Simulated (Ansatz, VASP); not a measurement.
**One calculation of Si3Bi2Te2, two programs**

```xyz
7
Lattice="0.0000 6.1537 4.6310 3.9238 0.0000 4.6310 3.9238 6.1537 0.0000" Properties=species:S:1:pos:R:3 pbc="T T T"
Si    3.9238    6.1537    4.7660
Si    3.9238    3.6893    4.8072
Si    3.9238    8.6181    4.8072
Bi    2.3983    6.1537    2.4455
Bi    5.4493    6.1537    2.4455
Te    5.8857    9.2305    6.5874
Te    1.9619    3.0768    1.9564
```

Change from the starting cell: the structure that the rattled cell fell into.

Alike in both runs: functional PBE; k mesh 6 × 6 × 6; occupations gaussian, width 0.1 eV; no spin polarisation.

Ansatz relaxed the structure, and its values are those at the end. VASP's run is a single point on that final structure, the one shown.

|  | VASP | Ansatz |
| --- | --- | --- |
| version | VASP 6.6.1 | Ansatz 0.2.0 |
| potentials or method | VASP PAW PBE potentials, release 64 (Si, Bi_d, Te), cutoff 520 eV | scalar-relativistic, plane waves, PAW |
| valence electrons in the cell | 54 | 74 |

```tsv
	VASP	Ansatz	Ansatz less VASP
gap on the k mesh at the Fermi level (eV)	none	none	-
pressure (GPa)	0.0	0.0	+0.03
```

A gap of «none» marks a metal or a gap that the smearing closes. The functional is the same, so the differences come from potentials, cutoffs and numerics. VASP's potentials hold 54 valence electrons a cell and Ansatz's 74, so a difference there can come from the potentials and not from the codes.

Neither program's run includes spin-orbit coupling.
